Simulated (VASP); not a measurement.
# LiFeN (P-6m2) in VASP: further runs, part 2 of 3

VASP 6.6.1.

**3. Single point, PBE+U, collinear spin, ferromagnetic start**

The input, INCAR:

```
SYSTEM = LiFeN
ALGO     = Fast           ! electronic algorithm
EDIFF    = 1E-6           ! SCF threshold, eV
ENCUT    = 520            ! plane-wave cutoff, eV
GGA      = PE             ! functional
ISIF     = 2              ! what is computed and relaxed
ISMEAR   = -1             ! smearing method
ISPIN    = 2              ! spin polarisation
LASPH    = .TRUE.         ! aspherical terms in the spheres
LCHARG   = .FALSE.        ! write CHGCAR
LDAU     = .TRUE.         ! DFT+U
LDAUJ    = 0 0 0        
LDAUL    = 2 -1 -1        ! shell
LDAUPRINT= 1            
LDAUTYPE = 2            
LDAUU    = 4 0 0          ! U, eV
LMAXMIX  = 4              ! l up to which the mixer works
LORBIT   = 11             ! projections on sites
LREAL    = .FALSE.        ! projectors in reciprocal space
LWAVE    = .FALSE.        ! write WAVECAR
MAGMOM   = 3 0 0          ! initial moments
NBANDS   = 19             ! bands
NELM     = 150            ! most SCF steps
PREC     = Accurate       ! precision mode
SIGMA    = 0.05           ! smearing width, eV
```

The input, KPOINTS:

```
k-points
0
G
  10 10 7
  0 0 0
```

The input, POSCAR:

```
LiFeN
1.0
    3.1006003459      0.0000000000      0.0000000000
   -1.5503001729      2.6851986665      0.0000000000
    0.0000000000      0.0000000000      4.1453390000
Fe N Li
1 1 1
Direct
    0.3333333333      0.6666666667      0.5000000000
    0.0000000000      0.0000000000      0.5000000000
    0.0000000000      0.0000000000      0.0000000000
```

Potentials or basis: VASP PAW PBE potentials, release 64 (Fe, N, Li_sv).

Launch:

```console
$ cat potpaw_PBE.64/Fe/POTCAR potpaw_PBE.64/N/POTCAR potpaw_PBE.64/Li_sv/POTCAR > POTCAR
$ mpirun -np 1 vasp_std > vasp.out
```

OUTCAR:

```text
SYSTEM = LiFeN
   EDIFF = 1E-6
   ENCUT = 520
   GGA = PE
   ISIF = 2
   ISMEAR = -1
   ISPIN = 2
   LASPH = .TRUE.
   LORBIT = 11
   LREAL = .FALSE.
   NELM = 150
   PREC = Accurate

 ion  position               nearest neighbor table
   1  0.333  0.667  0.500-   2 1.79   2 1.79   2 1.79   3 2.74   3 2.74   3 2.74   3 2.74   3 2.74
                             3 2.74
   2  0.000  0.000  0.500-   1 1.79   1 1.79   1 1.79   3 2.07   3 2.07
   3  0.000  0.000  0.000-   2 2.07   2 2.07   1 2.74   1 2.74   1 2.74   1 2.74   1 2.74   1 2.74

  LATTYP: Found a hexagonal cell.
 ALAT       =     3.1006003459
 C/A-ratio  =     1.3369472159

  Lattice vectors:

 A1 = (   3.1006003459,   0.0000000000,   0.0000000000)
 A2 = (  -1.5503001729,   2.6851986665,   0.0000000000)
 A3 = (   0.0000000000,   0.0000000000,   4.1453390000)

Analysis of symmetry for initial positions (statically):
=====================================================================
 Subroutine PRICEL returns:
 Original cell was already a primitive cell.

 Routine SETGRP: Setting up the symmetry group for a
 hexagonal supercell.

 Subroutine GETGRP returns: Found 12 space group operations
 (whereof 12 operations were pure point group operations)
 out of a pool of 24 trial point group operations.

The static configuration has the point symmetry D_3h.

Analysis of symmetry for dynamics (positions and initial velocities):
=====================================================================
 Subroutine PRICEL returns:
 Original cell was already a primitive cell.

 Routine SETGRP: Setting up the symmetry group for a
 hexagonal supercell.

 Subroutine GETGRP returns: Found 12 space group operations
 (whereof 12 operations were pure point group operations)
 out of a pool of 24 trial point group operations.

The dynamic configuration has the point symmetry D_3h.

Analysis of structural, dynamic, and magnetic symmetry:
=====================================================================
 Subroutine PRICEL returns:
 Original cell was already a primitive cell.

 Routine SETGRP: Setting up the symmetry group for a
 hexagonal supercell.

 Subroutine GETGRP returns: Found 12 space group operations
 (whereof 12 operations were pure point group operations)
 out of a pool of 24 trial point group operations.

The overall configuration has the point symmetry D_3h.

 Subroutine INISYM returns: Found 12 space group operations
 (whereof 12 operations are pure point group operations),
 and found     1 'primitive' translations

----------------------------------------------------------------------------------------

                                     Primitive cell

  volume of cell :      34.5130

  direct lattice vectors                    reciprocal lattice vectors
     3.100600346  0.000000000  0.000000000     0.322518186  0.186205962  0.000000000
[... 123 lines left out ...]
 spin polarized calculation
 RMM-DIIS sequential band-by-band and
  energy-cutoff  :      520.00
  volume of cell :       34.51
 maximum number of plane-waves:       944
 NGX is ok and might be reduce to    24
   NGX = 11   NGY = 11   NGZ = 15

atom =   1  type =  1  l = 2

 onsite density matrix

spin component  1

  0.9723 -0.0000 -0.0000 -0.0000 -0.0000
 -0.0000  0.9674 -0.0000  0.0000  0.0000
 -0.0000 -0.0000  0.8915 -0.0000 -0.0000
 -0.0000  0.0000 -0.0000  0.9674 -0.0000
 -0.0000  0.0000 -0.0000 -0.0000  0.9723

spin component  2

  0.3253  0.0000 -0.0000  0.0000  0.0000
  0.0000  0.0867  0.0000  0.0000 -0.0000
 -0.0000  0.0000  0.7787  0.0000 -0.0000
  0.0000  0.0000  0.0000  0.0867  0.0000
  0.0000 -0.0000 -0.0000  0.0000  0.3253

 occupancies and eigenvectors

  o =  0.0867  v =  0.0000  0.0000  0.0000  0.0000  0.0000 -0.0000  0.8781 -0.0000 -0.4785  0.0000      0.0000  0.0000  0.0000  0.0000  0.0000  0.0000  0.0000  0.0000  0.0000  0.0000
  o =  0.0867  v =  0.0000  0.0000  0.0000  0.0000  0.0000 -0.0000  0.4785 -0.0000  0.8781  0.0000      0.0000  0.0000  0.0000  0.0000  0.0000  0.0000  0.0000  0.0000  0.0000  0.0000
  o =  0.3253  v =  0.0000  0.0000  0.0000  0.0000  0.0000  0.1747  0.0000 -0.0000 -0.0000 -0.9846      0.0000  0.0000  0.0000  0.0000  0.0000  0.0000  0.0000  0.0000  0.0000  0.0000
  o =  0.3253  v =  0.0000  0.0000  0.0000  0.0000  0.0000 -0.9846  0.0000 -0.0000 -0.0000 -0.1747      0.0000  0.0000  0.0000  0.0000  0.0000  0.0000  0.0000  0.0000  0.0000  0.0000
  o =  0.7787  v =  0.0000  0.0000  0.0000  0.0000  0.0000 -0.0000  0.0000  1.0000  0.0000 -0.0000      0.0000  0.0000  0.0000  0.0000  0.0000  0.0000  0.0000  0.0000  0.0000  0.0000
  o =  0.8915  v =  0.0000  0.0000  1.0000  0.0000  0.0000  0.0000  0.0000  0.0000  0.0000  0.0000      0.0000  0.0000  0.0000  0.0000  0.0000  0.0000  0.0000  0.0000  0.0000  0.0000
  o =  0.9674  v = -0.0000 -0.8780  0.0000  0.4787  0.0000  0.0000  0.0000  0.0000  0.0000  0.0000      0.0000  0.0000  0.0000  0.0000  0.0000  0.0000  0.0000  0.0000  0.0000  0.0000
  o =  0.9674  v = -0.0000 -0.4787  0.0000 -0.8780  0.0000  0.0000  0.0000  0.0000  0.0000  0.0000      0.0000  0.0000  0.0000  0.0000  0.0000  0.0000  0.0000  0.0000  0.0000  0.0000
  o =  0.9723  v =  0.5634  0.0000 -0.0000  0.0000  0.8262  0.0000  0.0000  0.0000  0.0000  0.0000      0.0000  0.0000  0.0000  0.0000  0.0000  0.0000  0.0000  0.0000  0.0000  0.0000
  o =  0.9723  v = -0.8262  0.0000  0.0000  0.0000  0.5634  0.0000  0.0000  0.0000  0.0000  0.0000      0.0000  0.0000  0.0000  0.0000  0.0000  0.0000  0.0000  0.0000  0.0000  0.0000

 number of electron      15.9999985 magnetization       3.3965514

 Free energy of the ion-electron system (eV)
  ---------------------------------------------------
  ext. energy  EPLUGINS =         0.00000000
  ---------------------------------------------------
  free energy    TOTEN  =       -15.90221500 eV

  energy without entropy =      -15.89551238  energy(sigma->0) =      -15.89886369

 E-fermi :   4.4481     XC(G=0): -10.1668

 val. band max:        4.4237770647   @ k =   0.3000   0.2000   0.1429
 cond. band min:       4.4987058468   @ k =   0.3000   0.1000   0.4286
 fundamental gap:      0.0749287820
 Fermi energy:         4.4480777477

 spin component 1

 k-point     1 :       0.0000    0.0000    0.0000
  band No.  band energies     occupation
      1     -41.8970      1.00000
      2     -11.9724      1.00000
      3      -3.9395      1.00000
      4      -3.9395      1.00000
      5      -0.8355      1.00000
      6      -0.8355      1.00000
[... 1049 lines left out ...]
     18      20.8104      0.00000
     19      22.6457      0.00000

 [... further k-points ...]

------------------------ aborting loop because EDIFF is reached ----------------------------------------

  FORCE on cell =-STRESS in cart. coord.  units (eV):
  Direction    XX          YY          ZZ          XY          YZ          ZX
  --------------------------------------------------------------------------------------
  -------------------------------------------------------------------------------------
  Total        7.6347801      7.6347801     -0.2115884      0.0000000     -0.0000000     -0.0000000
  in kB      354.4254067    354.4254067     -9.8224569      0.0000000     -0.0000000     -0.0000000
  external PRESSURE =     233.0094522 kB  Pullay stress =       0.0000000 kB

 VOLUME and BASIS-vectors are now :
 -----------------------------------------------------------------------------
  energy-cutoff  :      520.00
  volume of cell :       34.51
      direct lattice vectors                 reciprocal lattice vectors
     3.100600346  0.000000000  0.000000000     0.322518186  0.186205962  0.000000000
    -1.550300173  2.685198666  0.000000000     0.000000000  0.372411923  0.000000000
     0.000000000  0.000000000  4.145339000     0.000000000  0.000000000  0.241234794

 POSITION                                       TOTAL-FORCE (eV/Angst)
 -----------------------------------------------------------------------------------
     -0.00000      1.79013      2.07267        -0.000000     -0.000000      0.000000
      0.00000      0.00000      2.07267         0.000000      0.000000      0.000000
      0.00000      0.00000      0.00000         0.000000      0.000000      0.000000
 -----------------------------------------------------------------------------------
    total drift:                               -0.000001      0.000001     -0.000000

  FREE ENERGIE OF THE ION-ELECTRON SYSTEM (eV)
  ---------------------------------------------------
  free  energy   TOTEN  =       -15.9022149996 eV

  energy  without entropy=      -15.8955123835  energy(sigma->0) =      -15.89886369

 total charge

# of ion       s       p       d       tot
------------------------------------------
    1        0.554   0.737   6.335   7.626
    2        1.262   2.544   0.000   3.806
    3        2.029   0.070   0.000   2.100
--------------------------------------------------
tot          3.846   3.351   6.335  13.532

 magnetization (x)

# of ion       s       p       d       tot
------------------------------------------
    1        0.052   0.097   3.164   3.312
    2        0.009   0.079   0.000   0.088
    3       -0.002  -0.006   0.000  -0.008
--------------------------------------------------
tot          0.059   0.169   3.164   3.392
```

It took 58 s on 1 thread of Oxide Virtual Turin-like, shared host; peak memory 0.16 GiB.

What came out:

| Property | Result |
| --- | --- |
| Free energy | -15.9022 eV |
| Net moment | 3.40 μB per cell |
| Site moments | Fe +3.31; N +0.09; Li -0.01 μB |
| Valence electrons inside the program's atomic spheres | Fe 7.63; N 3.81; Li 2.10 |

Levels at points of the mesh, in eV from the Fermi level:
Spin up:
| k point | band 7 | band 8 | band 9 | band 10 | band 11 | band 12 | band 13 | band 14 |
| --- | --- | --- | --- | --- | --- | --- | --- | --- |
| (0.00, 0.00, 0.00) | -5.09 | -5.04 | 0.63 | 1.78 | 1.78 | 7.79 | 8.60 | 12.64 |
| (0.50, 0.00, 0.00) | -4.89 | -3.88 | -1.67 | -1.63 | 3.46 | 4.81 | 6.27 | 9.84 |
Spin down:
```csv
k point,band 3,band 4,band 5,band 6,band 7,band 8,band 9,band 10
"(0.00, 0.00, 0.00)",-5.28,-5.28,-4.73,-3.72,1.50,1.90,1.90,5.24
"(0.50, 0.00, 0.00)",-6.48,-4.36,-3.76,-2.78,0.30,1.60,1.83,2.67
```

Eigenvalues of the final occupation matrices:
```
    site  spin  trace               eigenvalues
site 1 d     1   4.77  0.89 0.97 0.97 0.97 0.97
site 1 d     2   1.60  0.09 0.09 0.33 0.33 0.78
```

Caveat: the cutoff is under 1.25 times the usual one of these potentials, so pressure, stress and relaxed cells hold a basis-set (Pulay) error; a cell with one magnetic atom can't hold antiferromagnetic order, which such compounds often take. The state reached can hang on the start; a lower one may exist.

**4. Single point, PBE+U, collinear spin, ferromagnetic start**

The input, INCAR:

```
PREC = Accurate ; ENCUT = 520
EDIFF = 1E-6 ; ISMEAR = -1
SIGMA = 0.05 ; LREAL = F
LASPH = T ; NELM = 150
ALGO = Fast ; ISIF = 2
LWAVE = F ; LCHARG = F
ISPIN = 2 ; MAGMOM = 3 0 0
LORBIT = 11 ; LMAXMIX = 4
LDAU = T ; LDAUTYPE = 2
LDAUL = 2 -1 -1 ; LDAUU = 5 0 0
LDAUJ = 0 0 0 ; LDAUPRINT = 1
GGA = PE ; NBANDS = 19
```

The input, KPOINTS:

```
Automatic mesh
0
Gamma
  10 10 7
```

POSCAR is that of step 3.

Potentials or basis: VASP PAW PBE potentials, release 64 (Fe, N, Li_sv).

Launch:

```console
$ cat potpaw_PBE.64/Fe/POTCAR potpaw_PBE.64/N/POTCAR potpaw_PBE.64/Li_sv/POTCAR > POTCAR
$ mpirun -np 1 vasp_std > vasp.out
```

OUTCAR:

```text
PREC = Accurate
   ENCUT = 520
   EDIFF = 1E-6
   ISMEAR = -1
   LREAL = F
   LASPH = T
   NELM = 150
   ISIF = 2
   ISPIN = 2
   LORBIT = 11
   GGA = PE

 ion  position               nearest neighbor table
   1  0.333  0.667  0.500-   2 1.79   2 1.79   2 1.79   3 2.74   3 2.74   3 2.74   3 2.74   3 2.74
                             3 2.74
   2  0.000  0.000  0.500-   1 1.79   1 1.79   1 1.79   3 2.07   3 2.07
   3  0.000  0.000  0.000-   2 2.07   2 2.07   1 2.74   1 2.74   1 2.74   1 2.74   1 2.74   1 2.74

  LATTYP: Found a hexagonal cell.
 ALAT       =     3.1006003459
 C/A-ratio  =     1.3369472159

  Lattice vectors:

 A1 = (   3.1006003459,   0.0000000000,   0.0000000000)
 A2 = (  -1.5503001729,   2.6851986665,   0.0000000000)
 A3 = (   0.0000000000,   0.0000000000,   4.1453390000)

Analysis of symmetry for initial positions (statically):
=====================================================================
 Subroutine PRICEL returns:
 Original cell was already a primitive cell.

 Routine SETGRP: Setting up the symmetry group for a
 hexagonal supercell.

 Subroutine GETGRP returns: Found 12 space group operations
 (whereof 12 operations were pure point group operations)
 out of a pool of 24 trial point group operations.

The static configuration has the point symmetry D_3h.

Analysis of symmetry for dynamics (positions and initial velocities):
=====================================================================
 Subroutine PRICEL returns:
 Original cell was already a primitive cell.

 Routine SETGRP: Setting up the symmetry group for a
 hexagonal supercell.

 Subroutine GETGRP returns: Found 12 space group operations
 (whereof 12 operations were pure point group operations)
 out of a pool of 24 trial point group operations.
[... 191 lines left out ...]
  o =  0.9953  v = -0.0670  0.0000 -0.0000  0.0000  0.9978  0.0000  0.0000  0.0000  0.0000  0.0000      0.0000  0.0000  0.0000  0.0000  0.0000  0.0000  0.0000  0.0000  0.0000  0.0000

 number of electron      15.9999985 magnetization       3.4733570

 Free energy of the ion-electron system (eV)
  ---------------------------------------------------
  ext. energy  EPLUGINS =         0.00000000
  ---------------------------------------------------
  free energy    TOTEN  =       -15.44172972 eV

  energy without entropy =      -15.43752698  energy(sigma->0) =      -15.43962835

 E-fermi :   4.5822     XC(G=0): -10.1557

 val. band max:        4.5493029074   @ k =   0.1000   0.1000   0.4286
 cond. band min:       4.5853816210   @ k =   0.3000   0.1000   0.4286
 fundamental gap:      0.0360787136
 Fermi energy:         4.5821878770

 spin component 1

 k-point     1 :       0.0000    0.0000    0.0000
  band No.  band energies     occupation
      1     -41.8970      1.00000
      2     -11.9442      1.00000
      3      -4.4012      1.00000
      4      -4.4012      1.00000
      5      -1.3567      1.00000
      6      -1.3567      1.00000
[... 1049 lines left out ...]
     18      20.8568      0.00000
     19      22.6824      0.00000

 [... further k-points ...]

------------------------ aborting loop because EDIFF is reached ----------------------------------------

  FORCE on cell =-STRESS in cart. coord.  units (eV):
  Direction    XX          YY          ZZ          XY          YZ          ZX
  --------------------------------------------------------------------------------------
  -------------------------------------------------------------------------------------
  Total        8.1252601      8.1252601     -0.2328373      0.0000000     -0.0000000      0.0000000
  in kB      377.1947071    377.1947071    -10.8088863      0.0000000     -0.0000000      0.0000000
  external PRESSURE =     247.8601760 kB  Pullay stress =       0.0000000 kB

 VOLUME and BASIS-vectors are now :
 -----------------------------------------------------------------------------
  energy-cutoff  :      520.00
  volume of cell :       34.51
      direct lattice vectors                 reciprocal lattice vectors
     3.100600346  0.000000000  0.000000000     0.322518186  0.186205962  0.000000000
    -1.550300173  2.685198666  0.000000000     0.000000000  0.372411923  0.000000000
     0.000000000  0.000000000  4.145339000     0.000000000  0.000000000  0.241234794

 POSITION                                       TOTAL-FORCE (eV/Angst)
 -----------------------------------------------------------------------------------
     -0.00000      1.79013      2.07267         0.000000     -0.000000      0.000000
      0.00000      0.00000      2.07267        -0.000000      0.000000      0.000000
      0.00000      0.00000      0.00000         0.000000      0.000000      0.000000
 -----------------------------------------------------------------------------------
    total drift:                               -0.000001      0.000001     -0.000000

  FREE ENERGIE OF THE ION-ELECTRON SYSTEM (eV)
  ---------------------------------------------------
  free  energy   TOTEN  =       -15.4417297166 eV

  energy  without entropy=      -15.4375269786  energy(sigma->0) =      -15.43962835

 total charge

# of ion       s       p       d       tot
------------------------------------------
    1        0.556   0.743   6.345   7.644
    2        1.262   2.552   0.000   3.814
    3        2.029   0.071   0.000   2.100
--------------------------------------------------
tot          3.848   3.366   6.345  13.559

 magnetization (x)

# of ion       s       p       d       tot
------------------------------------------
    1        0.053   0.093   3.300   3.446
    2        0.009   0.062   0.000   0.071
    3       -0.002  -0.008   0.000  -0.009
--------------------------------------------------
tot          0.060   0.148   3.300   3.508
```

Run time: 67 s. Hardware: 1 thread of Oxide Virtual Turin-like, shared host; peak memory 0.17 GiB.

What came out:

```
Free energy                                           : -15.4417 eV
Net moment                                            : 3.47 μB per cell
Site moments                                          : Fe +3.45; N +0.07; Li -0.01 μB
Valence electrons inside the program's atomic spheres : Fe 7.64; N 3.81; Li 2.10
```

Eigenvalues of the final occupation matrices:
```
    site  spin  trace               eigenvalues
site 1 d     1   4.85  0.91 0.97 0.97 1.00 1.00
site 1 d     2   1.54  0.08 0.08 0.29 0.29 0.80
```

Caveat: the cutoff is under 1.25 times the usual one of these potentials, so pressure, stress and relaxed cells hold a basis-set (Pulay) error; a cell with one magnetic atom can't hold antiferromagnetic order, which such compounds often take. The state reached can hang on the start; a lower one may exist.

**5. Single point, PBE+U, collinear spin, ferromagnetic start**

The input, INCAR:

```
ALGO = Normal
EDIFF = 1E-6
ENCUT = 520
GGA = PE
ISIF = 2
ISMEAR = -1
ISPIN = 2
LASPH = True
LCHARG = True
LDAU = True
LDAUJ = 0 0 0
LDAUL = 2 -1 -1
LDAUPRINT = 1
LDAUTYPE = 2
LDAUU = 6 0 0
LELF = True
LMAXMIX = 4
LORBIT = 11
LREAL = False
LVHAR = True
LWAVE = False
MAGMOM = 3 0 0
NBANDS = 19
NELM = 150
PREC = Accurate
SIGMA = 0.05
```

The input, KPOINTS:

```
k-points
0
Gamma
  10 10 7
```

POSCAR is that of step 4.

Launch:

```console
$ cat potpaw_PBE.64/Fe/POTCAR potpaw_PBE.64/N/POTCAR potpaw_PBE.64/Li_sv/POTCAR > POTCAR
$ mpirun -np 1 vasp_std > vasp.out
```

Wall time 63 s (1 thread of Oxide Virtual Turin-like, shared host); peak memory 0.17 GiB.

It converged, with:

```
Free energy                                           : -15.0471 eV
Net moment                                            : 3.62 μB per cell
Site moments                                          : Fe +3.62; N +0.07; Li -0.01 μB
Valence electrons inside the program's atomic spheres : Fe 7.66; N 3.83; Li 2.10
```

Levels at points of the mesh, in eV from the Fermi level:
Spin up:
```csv
k point,band 8,band 9,band 10,band 11,band 12,band 13
"(0.00, 0.00, 0.00)",-5.18,0.17,0.95,0.95,7.69,8.33
"(0.50, 0.00, 0.00)",-4.75,-2.13,-2.12,3.13,4.37,5.98
```
Spin down:
| k point | band 4 | band 5 | band 6 | band 7 | band 8 | band 9 |
| --- | --- | --- | --- | --- | --- | --- |
| (0.00, 0.00, 0.00) | -4.98 | -4.87 | -4.35 | 0.96 | 2.67 | 2.67 |
| (0.50, 0.00, 0.00) | -4.32 | -3.65 | -3.51 | 0.73 | 2.34 | 2.34 |

Eigenvalues of the final occupation matrices:
```tsv
site	spin	trace	eigenvalues
site 1 d	1	4.94	0.92 0.98 0.98 1.03 1.03
site 1 d	2	1.45	0.07 0.07 0.24 0.24 0.82
```

Caveat: the cutoff is under 1.25 times the usual one of these potentials, so pressure, stress and relaxed cells hold a basis-set (Pulay) error; a cell with one magnetic atom can't hold antiferromagnetic order, which such compounds often take. The state reached can hang on the start; a lower one may exist.

(Continued in part 3 of 3.)
